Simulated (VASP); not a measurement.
# In (I4/mmm) in VASP: a series of runs, part 2 of 2

VASP 6.6.1.

## 5. Single point, LDA

Input file INCAR:

```
PREC = Accurate
ENCUT = 520
EDIFF = 1E-6
ISMEAR = -1
SIGMA = 0.1
LREAL = F
LASPH = T
NELM = 60
ALGO = Normal
ISIF = 2
LWAVE = F
LCHARG = F
GGA = CA
NBANDS = 12
```

Input file KPOINTS:

```
Automatic mesh
0
Gamma
  8 8 8
```

Input file POSCAR:

```
In
1.0
    3.3769060122     -0.0000000131     -0.0000000179
    0.2472338521      3.3678434699     -0.0000000179
   -1.8120699199     -1.6839217170      2.2987615081
In
1
Direct
    0.0000000000      0.0000000000      0.0000000000
```

Potentials or basis: VASP PAW LDA potentials, release 64 (In_d).

Run with:

```
cat potpaw_LDA.64/In_d/POTCAR > POTCAR
mpirun -np 1 vasp_std > vasp.out
```

OUTCAR:

```text
PREC = Accurate
   ENCUT = 520
   EDIFF = 1E-6
   ISMEAR = -1
   LREAL = F
   LASPH = T
   NELM = 60
   ISIF = 2
   GGA = CA

 ion  position               nearest neighbor table
   1  0.000  0.000  0.000-

  LATTYP: Found a body centered tetragonal cell.
 ALAT       =     3.2509396761
 C/A-ratio  =     1.5218366809

  Lattice vectors:

 A1 = (   3.3769060122,  -0.0000000131,  -0.0000000179)
 A2 = (   0.2472338521,   3.3678434699,  -0.0000000179)
 A3 = (  -1.8120699199,  -1.6839217170,   2.2987615081)

Analysis of symmetry for initial positions (statically):
=====================================================================
 Subroutine PRICEL returns:
 Original cell was already a primitive cell.

 Routine SETGRP: Setting up the symmetry group for a
 body centered tetragonal supercell.

 Subroutine GETGRP returns: Found 16 space group operations
 (whereof 16 operations were pure point group operations)
 out of a pool of 16 trial point group operations.

The static configuration has the point symmetry D_4h.

Analysis of symmetry for dynamics (positions and initial velocities):
=====================================================================
 Subroutine PRICEL returns:
 Original cell was already a primitive cell.

 Routine SETGRP: Setting up the symmetry group for a
 body centered tetragonal supercell.

 Subroutine GETGRP returns: Found 16 space group operations
 (whereof 16 operations were pure point group operations)
 out of a pool of 16 trial point group operations.

The dynamic configuration has the point symmetry D_4h.

 Subroutine INISYM returns: Found 16 space group operations
 (whereof 16 operations are pure point group operations),
 and found     1 'primitive' translations

----------------------------------------------------------------------------------------

                                     Primitive cell

[... 108 lines left out ...]
     AMIX_MAG =   1.60;   BMIX_MAG =  1.00
  volume/ion in A,a.u.               =      26.14       176.43
  Fermi-wavevector in a.u.,A,eV,Ry     =   1.296983  2.450943 22.887250  1.682165
  Thomas-Fermi vector in A             =   2.428405
   LORBIT       =      0    0 simple, 1 ext, 2 COOP (PROOUT), +10 PAW based schemes
   GGA     = CA    functional components
   LHFCALC =     F    Hartree Fock is set to
   AEXX    =    0.0000 exact exchange contribution
   IVDW    =     0    specifies the selected vdW correction
   LEPSILON=     F    determine dielectric tensor
   LRPA    =     F    only Hartree local field effects (RPA)
 non-spin polarized calculation
  energy-cutoff  :      520.00
  volume of cell :       26.14
 maximum number of plane-waves:       720
 NGX is ok and might be reduce to    28
   NGX = 13   NGY = 13   NGZ = 13

 number of electron      13.0000006 magnetization

 Free energy of the ion-electron system (eV)
  ---------------------------------------------------
  ext. energy  EPLUGINS =         0.00000000
  ---------------------------------------------------
  free energy    TOTEN  =        -3.20604419 eV

  energy without entropy =       -3.19034195  energy(sigma->0) =       -3.19819307

 E-fermi :   7.2611     XC(G=0): -10.5303

 val. band max:        7.1989617312   @ k =  -0.3750   0.3750   0.3750
 cond. band min:       7.3060523453   @ k =  -0.3750   0.3750   0.2500
 fundamental gap:      0.1070906141
 Fermi energy:         7.2611163648

 k-point     1 :       0.0000    0.0000    0.0000
  band No.  band energies     occupation
      1      -7.4012      2.00000
      2      -7.2912      2.00000
      3      -7.2912      2.00000
      4      -7.2073      2.00000
      5      -7.1042      2.00000
      6      -2.3446      2.00000
      7      17.6504      0.00000
      8      17.6504      0.00000
      9      17.8126      0.00000
     10      18.9133      0.00000
     11      21.2405      0.00000
     12      21.3721      0.00000
[... 331 lines left out ...]
 k-point    24 :       0.3750    0.1250    0.1250
  band No.  band energies     occupation
      1      -7.3405      2.00000
      2      -7.3273      2.00000
      3      -7.1890      2.00000
      4      -7.1436      2.00000
      5      -6.9819      2.00000
      6       3.6875      2.00000
      7       4.9433      2.00000
      8      11.4095      0.00000
      9      12.5277      0.00000
     10      16.9881      0.00000
     11      19.2710      0.00000
     12      24.7396      0.00000

 [... further k-points ...]
[... 5 lines left out ...]
  --------------------------------------------------------------------------------------
  -------------------------------------------------------------------------------------
  Total       -0.3149081     -0.3518132     -0.5853992      0.2513621     -0.0000000     -0.0000000
  in kB      -19.2987714    -21.5604543    -35.8754955     15.4044308     -0.0000002     -0.0000002
  external PRESSURE =     -25.5782404 kB  Pullay stress =       0.0000000 kB

 VOLUME and BASIS-vectors are now :
 -----------------------------------------------------------------------------
  energy-cutoff  :      520.00
  volume of cell :       26.14
      direct lattice vectors                 reciprocal lattice vectors
     3.376906012 -0.000000013 -0.000000018     0.296129060 -0.021738874  0.217508427
     0.247233852  3.367843470 -0.000000018     0.000000002  0.296925915  0.217508427
    -1.812069920 -1.683921717  2.298761508     0.000000002  0.000000002  0.435016858

 POSITION                                       TOTAL-FORCE (eV/Angst)
 -----------------------------------------------------------------------------------
      0.00000      0.00000      0.00000         0.000000     -0.000000      0.000000
 -----------------------------------------------------------------------------------
    total drift:                               -0.000000      0.000000     -0.000000

  FREE ENERGIE OF THE ION-ELECTRON SYSTEM (eV)
  ---------------------------------------------------
  free  energy   TOTEN  =        -3.2060441874 eV

  energy  without entropy=       -3.1903419478  energy(sigma->0) =       -3.19819307
```

OSZICAR:

```text
N       E                     dE             d eps       ncg     rms          rms(c)
DAV:   1     0.794977737357E+02    0.79498E+02   -0.62048E+03  1436   0.138E+03
DAV:   2     0.681588394978E+00   -0.78816E+02   -0.76567E+02  1496   0.297E+02
DAV:   3    -0.314615607193E+01   -0.38277E+01   -0.38170E+01  1700   0.656E+01
DAV:   4    -0.323622271284E+01   -0.90067E-01   -0.90039E-01  1828   0.993E+00
DAV:   5    -0.324039023307E+01   -0.41675E-02   -0.41674E-02  2012   0.186E+00    0.239E+00
DAV:   6    -0.321293027660E+01    0.27460E-01   -0.40218E-02  1764   0.407E+00    0.117E+00
DAV:   7    -0.320668989730E+01    0.62404E-02   -0.11285E-02  2056   0.191E+00    0.249E-01
DAV:   8    -0.320604692326E+01    0.64297E-03   -0.75305E-04  1716   0.511E-01    0.187E-02
DAV:   9    -0.320604402215E+01    0.29011E-05   -0.13420E-05  2136   0.466E-02    0.162E-02
DAV:  10    -0.320604418736E+01   -0.16521E-06   -0.47960E-07  1080   0.811E-03
   1 F= -.32060442E+01 E0= -.31981931E+01  d E =-.157022E-01
```

Run time: 14 s. Hardware: 1 thread of Intel Xeon Platinum 8259CL at 2.50GHz (Skylake/Cascade Lake), shared host; peak memory 0.15 GiB.

What came out:

- Free energy: -3.2060 eV
- Pressure: -2.6 GPa

Levels at points of the mesh, in eV from the Fermi level:
| k point | band 3 | band 4 | band 5 | band 6 | band 7 | band 8 | band 9 | band 10 |
| --- | --- | --- | --- | --- | --- | --- | --- | --- |
| (0.00, 0.00, 0.00) | -14.55 | -14.47 | -14.37 | -9.61 | 10.39 | 10.39 | 10.55 | 11.65 |
| (0.50, 0.00, 0.00) | -14.54 | -14.28 | -14.24 | -4.40 | -3.39 | 7.41 | 9.01 | 11.17 |
| (0.50, 0.50, 0.00) | -14.27 | -14.25 | -14.17 | -1.99 | -1.77 | 3.43 | 3.87 | 7.06 |
| (0.50, 0.50, 0.50) | -14.26 | -14.23 | -14.23 | -3.04 | -2.70 | 4.64 | 4.64 | 8.23 |

Caveat: spin-orbit coupling is left out, which moves the levels of the heavy elements.

## 6. Overview

| k mesh | gap on the mesh (eV) | pressure (GPa) |
| --- | --- | --- |
| 3 × 3 × 3 | none | -2.0 |
| 4 × 4 × 4 | none | -0.4 |
| 6 × 6 × 6 | none | -3.1 |
| 8 × 8 × 8 | none | -2.6 |

Alike in all rows: task single point; level LDA; potentials or basis VASP PAW LDA potentials, release 64 (In_d); no spin polarisation; cell as given; cutoff (eV) 520; smearing fermi-dirac 0.1 eV.

Caveats: some runs use coarse meshes; spin-orbit coupling is left out, which moves the levels of the heavy elements.

Total energies depend on the potentials used, so only differences within one code and one set of settings carry meaning.
